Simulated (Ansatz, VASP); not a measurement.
# Sb in VASP and in Ansatz

The input INCAR:

```
ALGO     = Normal         # electronic algorithm
EDIFF    = 1E-8           # SCF threshold, eV
ENCUT    = 520            # plane-wave cutoff, eV
GGA      = PE             # functional
ISIF     = 2              # what is computed and relaxed
ISMEAR   = -1             # smearing method
LASPH    = T              # aspherical terms in the spheres
LCHARG   = F              # write CHGCAR
LEFG     = T            
LREAL    = F              # projectors in reciprocal space
LWAVE    = F              # write WAVECAR
NBANDS   = 8              # bands
NELM     = 100            # most SCF steps
PREC     = Accurate       # precision mode
SIGMA    = 0.05           # smearing width, eV
```

KPOINTS

```
k-points
0
Gamma
  12 12 12
```

Contents of POSCAR:

```
Sb
1.0
    0.0000000000      2.3050000000      2.2358500000
    2.3050000000      0.0000000000      2.2358500000
    2.3050000000      2.3050000000      0.0000000000
Sb
1
Direct
    0.0000000000      0.0000000000      0.0000000000
```

Input for Ansatz:

```yaml
crystal:
  lattice:
    - [0.0, 2.305, 2.23585]
    - [2.305, 0.0, 2.23585]
    - [2.305, 2.305, 0.0]
  atoms:
    - { symbol: Sb, position: [0.0, 0.0, 0.0] }
kpoints:
  mp_grid: { grid: [12, 12, 12] }
scf:
  occupations: { method: fermi_dirac, width: 0.05 }
hamiltonian:
  xc: pbe
  pseudopotentials: { kind: all_electron, datasets: crystal }
output:
  forces: true
  stress: true
  eigenvalues: true
  efg: { contact_densities: true }
```

Change from the starting cell: zz strain of -3 %, crystal datasets.

Alike in both runs: task electric field gradients; functional PBE; k mesh 12 × 12 × 12; occupations fermi-dirac, width 0.05 eV; no spin polarisation.

|  | VASP | Ansatz |
| --- | --- | --- |
| version | VASP 6.6.1 | Ansatz 0.2.0 |
| potentials or method | VASP PAW PBE potentials, release 64 (Sb), cutoff 520 eV | all-electron PAW with datasets made for the crystal, scalar-relativistic |

Ansatz gave:

```
pressure (GPa)                                                : 12.0
traceless stress, the component that is largest in VASP (GPa) : -0.12
size of Vzz on the site where it differs most (V/Å²)          : 12.8
```

**Question.** What did VASP give for the same quantities?

**Answer.** Pressure (GPa): 11.8; traceless stress, the component that is largest in VASP (GPa): -0.10; size of Vzz on the site where it differs most (V/Å²): 12.0.

Ansatz ran all-electron here, and VASP with PAW potentials.

Neither program's run includes spin-orbit coupling.
